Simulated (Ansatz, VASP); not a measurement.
# One calculation of Li12NO, two programs

Contents of INCAR:

```
SYSTEM = Li12NO
PREC = Accurate ; ENCUT = 520
EDIFF = 1E-6 ; ISMEAR = 0
SIGMA = 0.1 ; LREAL = .FALSE.
LASPH = .TRUE. ; NELM = 150
ALGO = Normal ; ISIF = 2
LWAVE = .FALSE. ; LCHARG = .TRUE.
ISPIN = 2 ; MAGMOM = 0 0 0 0 0 0 0 0 0 0 0 0 1 0
LORBIT = 11 ; LDIPOL = .TRUE.
IDIPOL = 3 ; DIPOL = 0.5 0.5 0.306
GGA = PE ; LVHAR = .TRUE.
LVACPOTAV = .TRUE. ; NBANDS = 40
KPAR = 4
```

File KPOINTS:

```
Automatic mesh
0
G
  5 5 1
  0 0 0
```

File POSCAR:

```
Li12NO
1.0
    5.9451735978      0.0000000000      0.0000000000
   -1.9817245326      5.6051634218      0.0000000000
    0.0000000000      0.0000000000     22.6831262891
Li N O
12 1 1
Direct
    0.2500000000      0.2500000000      0.1763425354
    0.2500000000      0.7500000000      0.1763425354
    0.7500000000      0.2500000000      0.1763425354
    0.7500000000      0.7500000000      0.1763425354
    0.0000000000      0.0000000000      0.2794233694
    0.0000000000      0.5000000000      0.2794233694
    0.5000000000      0.0000000000      0.2794233694
    0.5000000000      0.5000000000      0.2794233694
    0.2500000000      0.2500000000      0.3828011262
    0.2500000000      0.7500000000      0.3828011262
    0.7500000000      0.2500000000      0.3828011262
    0.7500000000      0.7500000000      0.3828011262
    0.9166666667      0.5833333333      0.4670046868
    1.0885556720      0.7552223387      0.4670046868
```

Input for Ansatz:

```yaml
crystal:
  lattice:
    - [5.9451735978, 0.0, 0.0]
    - [-1.9817245326, 5.6051634218, 0.0]
    - [0.0, 0.0, 22.6831262891]
  atoms:
    - { symbol: Li, position: [0.25, 0.25, 0.1763425354] }
    - { symbol: Li, position: [0.25, 0.75, 0.1763425354] }
    - { symbol: Li, position: [0.75, 0.25, 0.1763425354] }
    - { symbol: Li, position: [0.75, 0.75, 0.1763425354] }
    - { symbol: Li, position: [0.0, 0.0, 0.2794233694] }
    - { symbol: Li, position: [0.0, 0.5, 0.2794233694] }
    - { symbol: Li, position: [0.5, 0.0, 0.2794233694] }
    - { symbol: Li, position: [0.5, 0.5, 0.2794233694] }
    - { symbol: Li, position: [0.25, 0.25, 0.3828011262] }
    - { symbol: Li, position: [0.25, 0.75, 0.3828011262] }
    - { symbol: Li, position: [0.75, 0.25, 0.3828011262] }
    - { symbol: Li, position: [0.75, 0.75, 0.3828011262] }
    - { symbol: "N", position: [0.9166666667, 0.5833333333, 0.4670046868], spin: 1.0 }
    - { symbol: O, position: [1.088555672, 0.7552223387, 0.4670046868] }
basis:
  ecutwfc: 420
kpoints:
  mp_grid: { grid: [5, 5, 1] }
hamiltonian:
  xc: pbe
scf:
  occupations: { method: gaussian, width: 0.1 }
output:
  forces: true
  eigenvalues: true
  populations: true
magnetization:
  spin_polarized: true
efield:
  axis: 3
  dipole_correction: true
  ramp_width: 0.04
```

Alike in both runs: task single point; functional PBE; k mesh 5 × 5 × 1; occupations gaussian, width 0.1 eV; collinear spin.

|  | VASP | Ansatz |
| --- | --- | --- |
| version | VASP 6.6.1 | Ansatz 0.2.0 |
| potentials or method | VASP PAW PBE potentials, release 64 (Li_sv, N, O), cutoff 520 eV | scalar-relativistic, plane waves, PAW |
| valence electrons in the cell | 47 | 47 |

VASP gave:

- gap on the k mesh at the Fermi level (eV): none
- rms of the force components (eV/Å): 1.183
- net moment per atom (μB): 0.12
- size of the moment on the site where the two differ most (μB): 0.66
- work function, face that differs most (eV): 4.17

Which values does Ansatz return?

gap on the k mesh at the Fermi level (eV): none; rms of the force components (eV/Å): 0.942; net moment per atom (μB): 0.12; size of the moment on the site where the two differ most (μB): 0.36; work function, face that differs most (eV): 4.17.

Site moments also hang on the region over which each program counts them. Atom by atom the forces differ by 0.244 eV/Å (rms over components). A gap of «none» marks a metal or a gap that the smearing closes. With one functional, cell and mesh, what is left measures potentials, basis and numerics.

Noted on VASP's run: the cutoff is short for stress, so the pressure is rough; the standard files for N, O and F lose accuracy on very short bonds.
